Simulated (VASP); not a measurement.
# BaTiO3 (P4/mmm) in VASP: further runs, part 2 of 2

VASP 6.6.1. Earlier steps stand in the parts before.

## (4) Single point, LDA

File INCAR:

```
SYSTEM = BaTiO3
PREC = Accurate
ENCUT = 600
EDIFF = 1E-6
ISMEAR = 0
SIGMA = 0.02
LREAL = .False.
LASPH = .True.
NELM = 120
ALGO = Normal
ISIF = 2
LWAVE = .False.
LCHARG = .True.
GGA = CA
LELF = .True.
LVHAR = .True.
NBANDS = 28
GGA_COMPAT = .False.
```

File KPOINTS:

```
regular mesh
0
Gamma
  8 8 8
  0 0 0
```

File POSCAR:

```
BaTiO3
1.0
    3.9433016563      0.0000000000      0.0000000000
    0.0000000000      3.9433016563      0.0000000000
    0.0000000000      0.0000000000      3.9242327390
Ba Ti O
1 1 3
Direct
    0.0000000000      0.0000000000      0.0000000000
    0.5000000000      0.5000000000      0.5000000000
    0.5000000000      0.5000000000      0.0000000000
    0.5000000000      0.0000000000      0.5000000000
    0.0000000000      0.5000000000      0.5000000000
```

Potentials or basis: VASP PAW LDA potentials, release 64 (Ba_sv, Ti_sv, O).

Started as:

```console
$ cat potpaw_LDA.64/Ba_sv/POTCAR potpaw_LDA.64/Ti_sv/POTCAR potpaw_LDA.64/O/POTCAR > POTCAR
$ mpirun -np 1 vasp_std > vasp.out
```

OUTCAR:

```text
SYSTEM = BaTiO3
   PREC = Accurate
   ENCUT = 600
   EDIFF = 1E-6
   ISMEAR = 0
   LREAL = .False.
   LASPH = .True.
   NELM = 120
   ISIF = 2
   GGA = CA

 ion  position               nearest neighbor table
   1  0.000  0.000  0.000-   4 2.78   5 2.78   4 2.78   5 2.78   5 2.78   5 2.78   4 2.78   4 2.78
                             3 2.79   3 2.79   3 2.79   3 2.79   2 3.41   2 3.41   2 3.41   2 3.41
   2  0.500  0.500  0.500-   3 1.96   3 1.96   5 1.97   4 1.97   4 1.97   5 1.97   1 3.41   1 3.41
                             1 3.41   1 3.41   1 3.41   1 3.41   1 3.41   1 3.41
   3  0.500  0.500  0.000-   2 1.96   2 1.96   1 2.79   1 2.79   1 2.79   1 2.79
   4  0.500  0.000  0.500-   2 1.97   2 1.97   1 2.78   1 2.78   1 2.78   1 2.78
   5  0.000  0.500  0.500-   2 1.97   2 1.97   1 2.78   1 2.78   1 2.78   1 2.78

  LATTYP: Found a simple tetragonal cell.
 ALAT       =     3.9433016563
 C/A-ratio  =     0.9951642256

  Lattice vectors:

 A1 = (   3.9433016563,   0.0000000000,   0.0000000000)
 A2 = (   0.0000000000,   3.9433016563,   0.0000000000)
 A3 = (   0.0000000000,   0.0000000000,   3.9242327390)

Analysis of symmetry for initial positions (statically):
=====================================================================
 Subroutine PRICEL returns:
 Original cell was already a primitive cell.

 Routine SETGRP: Setting up the symmetry group for a
 simple tetragonal supercell.

 Subroutine GETGRP returns: Found 16 space group operations
 (whereof 16 operations were pure point group operations)
 out of a pool of 16 trial point group operations.

The static configuration has the point symmetry D_4h.

Analysis of symmetry for dynamics (positions and initial velocities):
=====================================================================
 Subroutine PRICEL returns:
 Original cell was already a primitive cell.

 Routine SETGRP: Setting up the symmetry group for a
 simple tetragonal supercell.

 Subroutine GETGRP returns: Found 16 space group operations
 (whereof 16 operations were pure point group operations)
 out of a pool of 16 trial point group operations.

The dynamic configuration has the point symmetry D_4h.

 Subroutine INISYM returns: Found 16 space group operations
 (whereof 16 operations are pure point group operations),
 and found     1 'primitive' translations

----------------------------------------------------------------------------------------

                                     Primitive cell

  volume of cell :      61.0204

  direct lattice vectors                    reciprocal lattice vectors
     3.943301656  0.000000000  0.000000000     0.253594598  0.000000000  0.000000000
     0.000000000  3.943301656  0.000000000     0.000000000  0.253594598  0.000000000
     0.000000000  0.000000000  3.924232739     0.000000000  0.000000000  0.254826884

  length of vectors
     3.943301656  3.943301656  3.924232739     0.253594598  0.253594598  0.254826884

  position of ions in fractional coordinates (direct lattice)
     0.000000000  0.000000000  0.000000000
     0.500000000  0.500000000  0.500000000
     0.500000000  0.500000000  0.000000000
     0.500000000  0.000000000  0.500000000
     0.000000000  0.500000000  0.500000000
[... 33 lines left out ...]
 Found     75 irreducible k-points:

 Following reciprocal coordinates:
            Coordinates               Weight
  0.000000  0.000000  0.000000      1.000000
  0.125000  0.000000  0.000000      4.000000
  0.250000  0.000000  0.000000      4.000000
  0.375000  0.000000  0.000000      4.000000
  0.500000  0.000000  0.000000      2.000000
  0.125000  0.125000  0.000000      4.000000
[... 16 lines left out ...]
  0.375000  0.125000  0.125000     16.000000
  0.500000  0.125000  0.125000      8.000000
 [... further k-points ...]
   k-points           NKPTS =     75   k-points in BZ     NKDIM =     75   number of bands    NBANDS=     28
   number of dos      NEDOS =    301   number of ions     NIONS =      5
   total plane-waves  NPLWV =  32768
   dimension x,y,z NGX =    32 NGY =   32 NGZ =   32
   dimension x,y,z NGXF=    64 NGYF=   64 NGZF=   64
   ions per type =               1   1   3
   NGX,Y,Z   is equivalent  to a cutoff of  13.49, 13.49, 13.56 a.u.
   NGXF,Y,Z  is equivalent  to a cutoff of  26.98, 26.98, 27.11 a.u.
 SYSTEM =  BaTiO3
   PREC   = accura    normal or accurate (medium, high low for compatibility)
   ISTART =      0    job   : 0-new  1-cont  2-samecut
   ICHARG =      2    charge: 1-file 2-atom 10-const
   ISPIN  =      1    spin polarized calculation?
   LNONCOLLINEAR =      F non collinear calculations
   LSORBIT =      F    spin-orbit coupling
   LASPH  =      T    aspherical Exc in radial PAW
   ENCUT  =  600.0 eV  44.10 Ry    6.64 a.u.   7.88  7.88  7.84*2*pi/ulx,y,z
   NELM   =    120;   NELMIN=  2; NELMDL= -5     # of ELM steps
   EDIFF  = 0.1E-05   stopping-criterion for ELM
   LREAL  =      F    real-space projection
   EDIFFG = 0.1E-04   stopping-criterion for IOM
   NSW    =      0    number of steps for IOM
   IBRION =     -1    ionic relax: 0-MD 1-quasi-New 2-CG
   NFREE  =      0    steps in history (QN), initial steepest desc. (CG)
   ISIF   =      2    stress and relaxation
   ISYM   =      2    0-nonsym 1-usesym 2-fastsym
   POTIM  = 0.5000    time-step for ionic-motion
   TEBEG  =    0.0;   TEEND  =   0.0 temperature during run
   PSTRESS=    0.0 pullay stress
   NELECT =      40.0000    total number of electrons
   NUPDOWN=      -1.0000    fix difference up-down
   EMIN   =  10.00;   EMAX   =-10.00  energy-range for DOS
   EFERMI =   0.00;   METHOD = LEGACY
   ISMEAR =     0;   SIGMA  =   0.02  broadening in eV -4-tet -1-fermi 0-gaus
   EFERMI_NEDOS =   21; number of points for ismear=-14 and -15
   IALGO  =     38    algorithm
   IMIX   =      4    mixing-type and parameters
     AMIX     =   0.40;   BMIX     =  1.00
     AMIX_MAG =   1.60;   BMIX_MAG =  1.00
  volume/ion in A,a.u.               =      12.20        82.36
  Fermi-wavevector in a.u.,A,eV,Ry     =   1.422121  2.687419 27.516809  2.022428
  Thomas-Fermi vector in A             =   2.542858
   LORBIT       =      0    0 simple, 1 ext, 2 COOP (PROOUT), +10 PAW based schemes
   GGA     = CA    functional components
   LHFCALC =     F    Hartree Fock is set to
   AEXX    =    0.0000 exact exchange contribution
   IVDW    =     0    specifies the selected vdW correction
   LEPSILON=     F    determine dielectric tensor
   LRPA    =     F    only Hartree local field effects (RPA)
 non-spin polarized calculation
 Gauss-broadening in eV      SIGMA  =   0.02
  energy-cutoff  :      600.00
  volume of cell :       61.02
 maximum number of plane-waves:      2056
 NGX is ok and might be reduce to    32
   NGX = 15   NGY = 15   NGZ = 15

 number of electron      39.9999974 magnetization

 Free energy of the ion-electron system (eV)
  ---------------------------------------------------
  ext. energy  EPLUGINS =         0.00000000
  ---------------------------------------------------
  free energy    TOTEN  =       -44.15741894 eV

  energy without entropy =      -44.15741894  energy(sigma->0) =      -44.15741894

 E-fermi :   4.0150     XC(G=0): -11.9925

 val. band max:        3.9242309545   @ k =   0.5000   0.5000   0.5000
 cond. band min:       5.6614132987   @ k =   0.0000   0.0000   0.0000
 fundamental gap:      1.7371823442
 Fermi energy:         4.0150101641

 k-point     1 :       0.0000    0.0000    0.0000
  band No.  band energies     occupation
      1     -51.7576      2.00000
      2     -28.4060      2.00000
      3     -28.4015      2.00000
      4     -28.4015      2.00000
      5     -20.6387      2.00000
      6     -12.7699      2.00000
[... 733 lines left out ...]
     27      12.0346      0.00000
     28      12.9565      0.00000

 [... further k-points ...]

------------------------ aborting loop because EDIFF is reached ----------------------------------------

  FORCE on cell =-STRESS in cart. coord.  units (eV):
  Direction    XX          YY          ZZ          XY          YZ          ZX
  --------------------------------------------------------------------------------------
  -------------------------------------------------------------------------------------
  Total        0.6121906      0.6121906      1.0519578      0.0000000     -0.0000000      0.0000000
  in kB       16.0739456     16.0739456     27.6206658      0.0000000     -0.0000000      0.0000000
  external PRESSURE =      19.9228523 kB  Pullay stress =       0.0000000 kB

 VOLUME and BASIS-vectors are now :
 -----------------------------------------------------------------------------
  energy-cutoff  :      600.00
  volume of cell :       61.02
      direct lattice vectors                 reciprocal lattice vectors
     3.943301656  0.000000000  0.000000000     0.253594598  0.000000000  0.000000000
     0.000000000  3.943301656  0.000000000     0.000000000  0.253594598  0.000000000
     0.000000000  0.000000000  3.924232739     0.000000000  0.000000000  0.254826884

 POSITION                                       TOTAL-FORCE (eV/Angst)
 -----------------------------------------------------------------------------------
      0.00000      0.00000      0.00000         0.000000      0.000000      0.000000
      1.97165      1.97165      1.96212         0.000000      0.000000      0.000000
      1.97165      1.97165      0.00000         0.000000      0.000000      0.000000
      1.97165      0.00000      1.96212         0.000000      0.000000      0.000000
      0.00000      1.97165      1.96212         0.000000      0.000000      0.000000
 -----------------------------------------------------------------------------------
    total drift:                                0.000000     -0.000000     -0.000000

  FREE ENERGIE OF THE ION-ELECTRON SYSTEM (eV)
  ---------------------------------------------------
  free  energy   TOTEN  =       -44.1574189378 eV

  energy  without entropy=      -44.1574189378  energy(sigma->0) =      -44.15741894
```

stdout:

```text
POSCAR found type information on POSCAR BaTiO
 POSCAR found :  3 types and       5 ions
 scaLAPACK will be used
 LDA part: xc-table for (Slater(with rela. corr.)+CA(PZ))
 , standard interpolation
 POSCAR, INCAR and KPOINTS ok, starting setup
 FFT: planning ... GRIDC
 FFT: planning ... GRID_SOFT
 FFT: planning ... GRID
 WAVECAR not read
 entering main loop
```

It took 1.9 min on 1 thread of Intel Xeon Platinum 8375C at 2.90GHz (Ice Lake), shared host; peak memory 0.27 GiB.

Results:

```
Free energy            : -44.1574 eV
Pressure               : 2.0 GPa
Band gap on the k mesh : 1.74 eV (least direct gap 1.83 eV)
```

Stress tensor (GPa, compression positive):
```
1.61 0.00 0.00
0.00 1.61 0.00
0.00 0.00 2.76
```

Caveat: spin-orbit coupling is left out, which moves the levels of the heavy elements.

## (5) The runs side by side

```tsv
cell	k mesh	smearing	gap on the mesh (eV)	pressure (GPa)
a = 3.943, b = 3.943, c = 3.924 Å, 5 atoms	6 × 6 × 6	gaussian 0.1 eV	1.74	2.0
a = 3.943, b = 3.943, c = 3.928 Å, 5 atoms	8 × 8 × 8	gaussian 0.02 eV	1.74	1.8
a = 3.943, b = 3.943, c = 3.924 Å, 5 atoms	8 × 8 × 8	gaussian 0.02 eV	1.74	2.0
```

Alike in all rows: task single point; level LDA; potentials or basis VASP PAW LDA potentials, release 64 (Ba_sv, Ti_sv, O); no spin polarisation; cutoff (eV) 600.

Caveats: spin-orbit coupling is left out, which moves the levels of the heavy elements.

Absolute energies hang on the potentials; compare differences alone.
